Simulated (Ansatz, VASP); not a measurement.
## Be: VASP beside Ansatz

```
CELL_PARAMETERS angstrom
3.84418 0.00000 0.00000
0.00000 3.84418 0.00000
0.00000 0.00000 2.34056
ATOMIC_POSITIONS crystal
Be 0.29741 0.29741 0.00000
Be 0.70259 0.70259 0.00000
Be 0.20259 0.79741 0.50000
Be 0.79741 0.20259 0.50000
```

Alike in both runs: task single point; functional PBEsol; k mesh 6 × 6 × 10; occupations gaussian, width 0.1 eV; no spin polarisation.

```csv
,VASP,Ansatz
version,VASP 6.6.1,Ansatz 0.2.0
potentials or method,"VASP PAW PBE potentials, release 64 (Be), cutoff 520 eV","plane waves, PAW"
valence electrons in the cell,8,8
```

```tsv
	VASP	Ansatz	Ansatz less VASP
pressure (GPa)	-8.7	-9.0	-0.29
traceless stress, the component that is largest in VASP (GPa)	1.21	1.21	0.000
```

VASP's potentials were made for PBE, not for PBEsol. With one functional, cell and mesh, what is left measures potentials, basis and numerics.
